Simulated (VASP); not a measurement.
# MoS2 in VASP: notebook

The runs below take MoS2 through single point, with LDA, PBEsol+D4.

Program: VASP 6.6.1. These are calculated values, not measurements. Logs are shortened: lines on timing, memory, paths and dates and some standing lists are left out, and cuts for length are marked.

**1. The cell of the first run**

The cell holds a slab with vacuum, 9 atoms: a = 3.184 Å, b = 3.184 Å, c = 28.387 Å, α = 90.00°, β = 90.00°, γ = 120.00°.

**2. Single point, LDA**

INCAR

```
SYSTEM = MoS2
PREC = Accurate
ENCUT = 500
EDIFF = 1E-6
ISMEAR = -1
SIGMA = 0.05
LREAL = .False.
LASPH = .True.
NELM = 120
ALGO = Normal
ISIF = 2
LWAVE = .False.
LCHARG = .False.
NBANDS = 49
GGA_COMPAT = .False.
```

KPOINTS

```
regular mesh
0
Gamma
  10 10 1
  0 0 0
```

POSCAR

```
MoS2
1.0
    3.1840155185      0.0000000000      0.0000000000
   -1.5920077592      2.7574383250      0.0000000000
    0.0000000000      0.0000000000     28.3873198000
Mo S
3 6
Direct
    0.3333333333      0.6666666667      0.2281647700
    0.3333333333      0.6666666667      0.7718352300
    0.6666666667      0.3333333333      0.0000000000
    0.6666666667      0.3333333333      0.1734930900
    0.6666666667      0.3333333333      0.7171875100
    0.3333333333      0.6666666667      0.9453341200
    0.6666666667      0.3333333333      0.2828124900
    0.6666666667      0.3333333333      0.8265069100
    0.3333333333      0.6666666667      0.0546658800
```

Potentials or basis: VASP PAW LDA potentials, release 64 (Mo_sv, S).

Command:

```console
cat potpaw_LDA.64/Mo_sv/POTCAR potpaw_LDA.64/S/POTCAR > POTCAR
mpirun -np 1 vasp_std > vasp.out
```

OUTCAR:

```text
SYSTEM = MoS2
   PREC = Accurate
   ENCUT = 500
   EDIFF = 1E-6
   ISMEAR = -1
   LREAL = .False.
   LASPH = .True.
   NELM = 120
   ISIF = 2

 ion  position               nearest neighbor table
   1  0.333  0.667  0.228-   7 2.41   7 2.41   7 2.41   4 2.41   4 2.41   4 2.41
   2  0.333  0.667  0.772-   5 2.41   5 2.41   5 2.41   8 2.41   8 2.41   8 2.41
   3  0.667  0.333  0.000-   6 2.41   9 2.41   6 2.41   9 2.41   6 2.41   9 2.41
   4  0.667  0.333  0.173-   1 2.41   1 2.41   1 2.41
   5  0.667  0.333  0.717-   2 2.41   2 2.41   2 2.41
   6  0.333  0.667  0.945-   3 2.41   3 2.41   3 2.41
   7  0.667  0.333  0.283-   1 2.41   1 2.41   1 2.41
   8  0.667  0.333  0.827-   2 2.41   2 2.41   2 2.41
   9  0.333  0.667  0.055-   3 2.41   3 2.41   3 2.41

  LATTYP: Found a hexagonal cell.
 ALAT       =     3.1840155185
 C/A-ratio  =     8.9155720615

  Lattice vectors:

 A1 = (   3.1840155185,   0.0000000000,   0.0000000000)
 A2 = (  -1.5920077592,   2.7574383250,   0.0000000000)
 A3 = (   0.0000000000,   0.0000000000,  28.3873198000)

Analysis of symmetry for initial positions (statically):
=====================================================================
 Subroutine PRICEL returns:
 Original cell was already a primitive cell.

 Routine SETGRP: Setting up the symmetry group for a
 hexagonal supercell.

 Subroutine GETGRP returns: Found 12 space group operations
 (whereof 12 operations were pure point group operations)
 out of a pool of 24 trial point group operations.

The static configuration has the point symmetry D_3h.

Analysis of symmetry for dynamics (positions and initial velocities):
=====================================================================
 Subroutine PRICEL returns:
 Original cell was already a primitive cell.

 Routine SETGRP: Setting up the symmetry group for a
 hexagonal supercell.

 Subroutine GETGRP returns: Found 12 space group operations
 (whereof 12 operations were pure point group operations)
 out of a pool of 24 trial point group operations.

The dynamic configuration has the point symmetry D_3h.

 Subroutine INISYM returns: Found 12 space group operations
 (whereof 12 operations are pure point group operations),
 and found     1 'primitive' translations

----------------------------------------------------------------------------------------

                                     Primitive cell

  volume of cell :     249.2329

  direct lattice vectors                    reciprocal lattice vectors
     3.184015518  0.000000000  0.000000000     0.314068821  0.181327718  0.000000000
    -1.592007759  2.757438325  0.000000000     0.000000000  0.362655437  0.000000000
     0.000000000  0.000000000 28.387319800     0.000000000  0.000000000  0.035226996

  length of vectors
     3.184015518  3.184015518 28.387319800     0.362655437  0.362655437  0.035226996

  position of ions in fractional coordinates (direct lattice)
     0.333333333  0.666666667  0.228164770
     0.333333333  0.666666667  0.771835230
     0.666666667  0.333333333  0.000000000
     0.666666667  0.333333333  0.173493090
     0.666666667  0.333333333  0.717187510
     0.333333333  0.666666667  0.945334120
     0.666666667  0.333333333  0.282812490
     0.666666667  0.333333333  0.826506910
     0.333333333  0.666666667  0.054665880

  ion indices of the primitive-cell ions
   primitive index   ion index
                 1           1
                 2           2
                 3           3
                 4           4
                 5           5
                 6           6
                 7           7
                 8           8
                 9           9

----------------------------------------------------------------------------------------

 KPOINTS: regular mesh

Automatic generation of k-mesh.
 Grid dimensions read from file:
 generate k-points for:   10   10    1

 Generating k-lattice:

  Cartesian coordinates                     Fractional coordinates (reciprocal lattice)
     0.031406882  0.018132772  0.000000000     0.100000000  0.000000000  0.000000000
     0.000000000  0.036265544  0.000000000     0.000000000  0.100000000  0.000000000
     0.000000000  0.000000000  0.035226996     0.000000000  0.000000000  1.000000000

  Length of vectors
     0.036265544  0.036265544  0.035226996

  Shift w.r.t. Gamma in fractional coordinates (k-lattice)
     0.000000000  0.000000000  0.000000000

 Subroutine IBZKPT returns following result:
 ===========================================

 Found     14 irreducible k-points:

 Following reciprocal coordinates:
            Coordinates               Weight
  0.000000  0.000000  0.000000      1.000000
  0.100000  0.000000  0.000000      6.000000
  0.200000  0.000000  0.000000      6.000000
  0.300000  0.000000  0.000000      6.000000
  0.400000  0.000000  0.000000      6.000000
  0.500000  0.000000  0.000000      3.000000
  0.100000  0.100000  0.000000      6.000000
  0.200000  0.100000  0.000000     12.000000
  0.300000  0.100000  0.000000     12.000000
  0.400000  0.100000  0.000000     12.000000
  0.200000  0.200000  0.000000      6.000000
  0.300000  0.200000  0.000000     12.000000
  0.400000  0.200000  0.000000      6.000000
  0.300000  0.300000  0.000000      6.000000
   k-points           NKPTS =     14   k-points in BZ     NKDIM =     14   number of bands    NBANDS=     49
   number of dos      NEDOS =    301   number of ions     NIONS =      9
   total plane-waves  NPLWV = 120960
   dimension x,y,z NGX =    24 NGY =   24 NGZ =  210
   dimension x,y,z NGXF=    48 NGYF=   48 NGZF=  420
   ions per type =               3   6
   NGX,Y,Z   is equivalent  to a cutoff of  12.53, 12.53, 12.30 a.u.
   NGXF,Y,Z  is equivalent  to a cutoff of  25.06, 25.06, 24.60 a.u.
 SYSTEM =  MoS2
   PREC   = accura    normal or accurate (medium, high low for compatibility)
   ISTART =      0    job   : 0-new  1-cont  2-samecut
   ICHARG =      2    charge: 1-file 2-atom 10-const
   ISPIN  =      1    spin polarized calculation?
   LNONCOLLINEAR =      F non collinear calculations
   LSORBIT =      F    spin-orbit coupling
   LASPH  =      T    aspherical Exc in radial PAW
   ENCUT  =  500.0 eV  36.75 Ry    6.06 a.u.   5.81  5.81 51.76*2*pi/ulx,y,z
   NELM   =    120;   NELMIN=  2; NELMDL= -5     # of ELM steps
   EDIFF  = 0.1E-05   stopping-criterion for ELM
   LREAL  =      F    real-space projection
   EDIFFG = 0.1E-04   stopping-criterion for IOM
   NSW    =      0    number of steps for IOM
   IBRION =     -1    ionic relax: 0-MD 1-quasi-New 2-CG
   NFREE  =      0    steps in history (QN), initial steepest desc. (CG)
   ISIF   =      2    stress and relaxation
   ISYM   =      2    0-nonsym 1-usesym 2-fastsym
   POTIM  = 0.5000    time-step for ionic-motion
   TEBEG  =    0.0;   TEEND  =   0.0 temperature during run
   PSTRESS=    0.0 pullay stress
   NELECT =      78.0000    total number of electrons
   NUPDOWN=      -1.0000    fix difference up-down
   EMIN   =  10.00;   EMAX   =-10.00  energy-range for DOS
   EFERMI =   0.00;   METHOD = LEGACY
   ISMEAR =    -1;   SIGMA  =   0.05  broadening in eV -4-tet -1-fermi 0-gaus
   EFERMI_NEDOS =   21; number of points for ismear=-14 and -15
   IALGO  =     38    algorithm
   IMIX   =      4    mixing-type and parameters
     AMIX     =   0.40;   BMIX     =  1.00
     AMIX_MAG =   1.60;   BMIX_MAG =  1.00
  volume/ion in A,a.u.               =      27.69       186.88
  Fermi-wavevector in a.u.,A,eV,Ry     =   1.111487  2.100407 16.808697  1.235404
  Thomas-Fermi vector in A             =   2.248051
   LORBIT       =      0    0 simple, 1 ext, 2 COOP (PROOUT), +10 PAW based schemes
   GGA     = CA    functional components
   LHFCALC =     F    Hartree Fock is set to
   AEXX    =    0.0000 exact exchange contribution
   IVDW    =     0    specifies the selected vdW correction
   LEPSILON=     F    determine dielectric tensor
   LRPA    =     F    only Hartree local field effects (RPA)
 non-spin polarized calculation
  energy-cutoff  :      500.00
  volume of cell :      249.23
 maximum number of plane-waves:      6372
 NGX is ok and might be reduce to    24
   NGX = 11   NGY = 11   NGZ =103

 number of electron      77.9999990 magnetization

 Free energy of the ion-electron system (eV)
  ---------------------------------------------------
  ext. energy  EPLUGINS =         0.00000000
  ---------------------------------------------------
  free energy    TOTEN  =       -73.14384549 eV

  energy without entropy =      -73.14384512  energy(sigma->0) =      -73.14384531

 E-fermi :   3.1485     XC(G=0):  -7.6364

 val. band max:        2.5796954963   @ k =   0.0000   0.0000   0.0000
 cond. band min:       3.8675661167   @ k =   0.3000   0.3000   0.0000
 fundamental gap:      1.2878706203
 Fermi energy:         3.1484821536

 k-point     1 :       0.0000    0.0000    0.0000
  band No.  band energies     occupation
      1     -58.3844      2.00000
      2     -58.3837      2.00000
      3     -58.3837      2.00000
      4     -32.7286      2.00000
      5     -32.7280      2.00000
      6     -32.7280      2.00000
[... 41 lines left out ...]
     48       5.1684      0.00000
     49       5.1832      0.00000

 k-point     2 :       0.1000    0.0000    0.0000
  band No.  band energies     occupation
      1     -58.3807      2.00000
      2     -58.3800      2.00000
      3     -58.3800      2.00000
      4     -32.7213      2.00000
      5     -32.7207      2.00000
      6     -32.7207      2.00000
[... 41 lines left out ...]
     48       5.0321      0.00000
     49       5.1389      0.00000

 k-point     3 :       0.2000    0.0000    0.0000
  band No.  band energies     occupation
      1     -58.3710      2.00000
      2     -58.3703      2.00000
      3     -58.3703      2.00000
      4     -32.7023      2.00000
      5     -32.7017      2.00000
      6     -32.7017      2.00000
[... 41 lines left out ...]
     48       4.9630      0.00000
     49       5.6581      0.00000

 k-point     4 :       0.3000    0.0000    0.0000
  band No.  band energies     occupation
      1     -58.3591      2.00000
      2     -58.3584      2.00000
      3     -58.3584      2.00000
      4     -32.7626      2.00000
      5     -32.7617      2.00000
      6     -32.7617      2.00000
[... 457 lines left out ...]
     48       5.5202      0.00000
     49       6.4679      0.00000

 k-point    13 :       0.4000    0.2000    0.0000
  band No.  band energies     occupation
      1     -58.3427      2.00000
      2     -58.3420      2.00000
      3     -58.3420      2.00000
      4     -32.8477      2.00000
      5     -32.8468      2.00000
      6     -32.8468      2.00000
[... 41 lines left out ...]
     48       5.6546      0.00000
     49       6.4755      0.00000

 k-point    14 :       0.3000    0.3000    0.0000
  band No.  band energies     occupation
      1     -58.3415      2.00000
      2     -58.3408      2.00000
      3     -58.3408      2.00000
      4     -32.8137      2.00000
      5     -32.8129      2.00000
      6     -32.8129      2.00000
[... 41 lines left out ...]
     48       5.5789      0.00000
     49       6.8065      0.00000

------------------------ aborting loop because EDIFF is reached ----------------------------------------

  FORCE on cell =-STRESS in cart. coord.  units (eV):
  Direction    XX          YY          ZZ          XY          YZ          ZX
  --------------------------------------------------------------------------------------
  -------------------------------------------------------------------------------------
  Total       -6.6739426     -6.6739426     -4.2235285     -0.0000000      0.0000000      0.0000000
  in kB      -42.9030015    -42.9030015    -27.1506752     -0.0000000      0.0000000      0.0000000
  external PRESSURE =     -37.6522261 kB  Pullay stress =       0.0000000 kB

 VOLUME and BASIS-vectors are now :
 -----------------------------------------------------------------------------
  energy-cutoff  :      500.00
  volume of cell :      249.23
      direct lattice vectors                 reciprocal lattice vectors
     3.184015518  0.000000000  0.000000000     0.314068821  0.181327718  0.000000000
    -1.592007759  2.757438325  0.000000000     0.000000000  0.362655437  0.000000000
     0.000000000  0.000000000 28.387319800     0.000000000  0.000000000  0.035226996

 POSITION                                       TOTAL-FORCE (eV/Angst)
 -----------------------------------------------------------------------------------
     -0.00000      1.83829      6.47699        -0.000000      0.000000     -0.001976
     -0.00000      1.83829     21.91033        -0.000000      0.000000      0.001976
      1.59201      0.91915      0.00000         0.000000     -0.000000      0.000000
      1.59201      0.91915      4.92500        -0.000000      0.000000      0.292050
      1.59201      0.91915     20.35903        -0.000000     -0.000000      0.379448
     -0.00000      1.83829     26.83550         0.000000      0.000000      0.292013
      1.59201      0.91915      8.02829         0.000000      0.000000     -0.379448
      1.59201      0.91915     23.46232        -0.000000      0.000000     -0.292050
     -0.00000      1.83829      1.55182         0.000000      0.000000     -0.292013
 -----------------------------------------------------------------------------------
    total drift:                                0.000000     -0.000000      0.000000

  FREE ENERGIE OF THE ION-ELECTRON SYSTEM (eV)
  ---------------------------------------------------
  free  energy   TOTEN  =       -73.1438454920 eV

  energy  without entropy=      -73.1438451223  energy(sigma->0) =      -73.14384531
```

Run time: 4.1 min. Hardware: 1 thread of AMD EPYC 7R43 (Zen 3), shared host; peak memory 0.3 GiB.

Results:

| Property | Result |
| --- | --- |
| Free energy | -73.1438 eV |
| Largest force | 0.379 eV/Å |
| Band gap on the k mesh | 1.29 eV (least direct gap 1.88 eV) |

Forces in eV/Å, atoms in the order of the input:
```
Mo   0.000  0.000 -0.002
Mo   0.000  0.000  0.002
Mo   0.000  0.000  0.000
S    0.000  0.000  0.292
S    0.000  0.000  0.379
S    0.000  0.000  0.292
S    0.000  0.000 -0.379
S    0.000  0.000 -0.292
S    0.000  0.000 -0.292
```

Levels at points of the mesh, in eV from the valence-band top:
| k point | band 37 | band 38 | band 39 | band 40 | band 41 | band 42 |
| --- | --- | --- | --- | --- | --- | --- |
| (0.00, 0.00, 0.00) | -0.68 | -0.28 | 0.00 | 2.29 | 2.29 | 2.30 |
| (0.50, 0.00, 0.00) | -1.12 | -1.09 | -1.08 | 1.75 | 1.76 | 1.77 |

**3. Single point, PBEsol+D4**

This run uses another cell than the first one.

INCAR

```
SYSTEM = MoS2
PREC = Accurate ; ENCUT = 520
EDIFF = 1E-6 ; ISMEAR = -1
SIGMA = 0.05 ; LREAL = .FALSE.
LASPH = .TRUE. ; NELM = 60
ALGO = Normal ; ISIF = 2
LWAVE = .FALSE. ; LCHARG = .TRUE.
GGA = PS ; IVDW = 13
LELF = .TRUE. ; LVHAR = .TRUE.
NBANDS = 49
```

KPOINTS

```
regular mesh
0
G
  10 10 1
  0 0 0
```

POSCAR

```
MoS2
1.0
    3.1233634006      0.0000000000      0.0000000000
   -1.5616817003      2.7049120502      0.0000000000
    0.0000000000      0.0000000000     27.1771396393
Mo S
3 6
Direct
    0.3333333333      0.6666666667      0.2195158141
    0.3333333333      0.6666666667      0.7804841859
    0.6666666667      0.3333333333      0.0000000000
    0.6666666667      0.3333333333      0.1620460461
    0.6666666667      0.3333333333      0.7230424103
    0.3333333333      0.6666666667      0.9425640796
    0.6666666667      0.3333333333      0.2769575897
    0.6666666667      0.3333333333      0.8379539539
    0.3333333333      0.6666666667      0.0574359204
```

Potentials or basis: VASP PAW PBE potentials, release 64 (Mo_sv, S).

Command:

```console
cat potpaw_PBE.64/Mo_sv/POTCAR potpaw_PBE.64/S/POTCAR > POTCAR
mpirun -np 1 vasp_std > vasp.out
```

Wall time 6.8 min (1 thread of Intel Xeon 8259CL, shared host); peak memory 0.4 GiB.

The run converged. Its results:

```
Free energy                : -72.3469 eV
Largest force              : 0.004 eV/Å
Band gap on the k mesh     : 0.96 eV (least direct gap 2.01 eV)
Dispersion energy per atom : -0.229 eV
```

Forces on the atoms (eV/Å):
```
Mo   0.000  0.000  0.002
Mo   0.000  0.000 -0.002
Mo   0.000  0.000  0.000
S    0.000  0.000  0.004
S    0.000  0.000 -0.002
S    0.000  0.000  0.002
S    0.000  0.000  0.002
S    0.000  0.000 -0.004
S    0.000  0.000 -0.002
```

Levels at points of the mesh, in eV from the valence-band top:
```tsv
k point	band 35	band 36	band 37	band 38	band 39	band 40	band 41	band 42	band 43	band 44
(0.00, 0.00, 0.00)	-2.10	-1.71	-1.10	-0.35	0.00	2.21	2.21	2.24	2.24	2.26
(0.50, 0.00, 0.00)	-1.54	-1.45	-1.44	-1.37	-1.33	1.77	1.79	1.81	2.16	2.30
```

Caveat: the PAW data sets were made with another functional, which shifts forces and pressure a little.
